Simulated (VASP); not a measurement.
Write the native input for VASP 6.6.1 that does the following.

| Property | Result |
| --- | --- |
| Task | single point |
| Functional | PBE |
| Potentials or basis | VASP PAW PBE potentials, release 64 (Zn, Br) |
| Cutoff | 520 eV |
| k mesh | 6 × 6 × 6 |
| Occupations | gaussian, width 0.1 eV |
| Spin | no spin polarisation |
| Dipole correction | no |
| Further INCAR settings | ALGO = Normal; EDIFF = 1e-07; NBANDS = 16 |

The structure of ZnBr lies in POSCAR:

```
ZnBr
1.0
    2.7811602700      1.6057036300      3.6246062000
   -2.7811602700      1.6057036300      3.6246062000
    0.0000000000     -3.2114072600      3.6246062000
Zn Br
1 1
Direct
    0.0000000000      0.0000000000      0.0000000000
    0.5000000000      0.5000000000      0.5000000000
```

One way to write it, as run:

INCAR

```
PREC = Accurate
ENCUT = 520
EDIFF = 1E-7
ISMEAR = 0
SIGMA = 0.1
LREAL = False
LASPH = True
NELM = 80
ALGO = Normal
ISIF = 2
LWAVE = False
LCHARG = False
GGA = PE
NBANDS = 16
```

KPOINTS

```
Automatic mesh
0
Gamma
  6 6 6
```

Potentials or basis: VASP PAW PBE potentials, release 64 (Zn, Br).

Launch:

```bash
$ cat potpaw_PBE.64/Zn/POTCAR potpaw_PBE.64/Br/POTCAR > POTCAR
$ mpirun -np 1 vasp_std > vasp.out
```

It gave:

The pressure is -3.6 GPa.

Caveat: an odd number of electrons without spin polarisation forces a metal; a magnetic or distorted state may lie lower.

Run time: 21 s on 1 thread of AMD EPYC 9R45 96-Core Processor (Zen 5), on a shared host, peak memory 0.19 GiB.
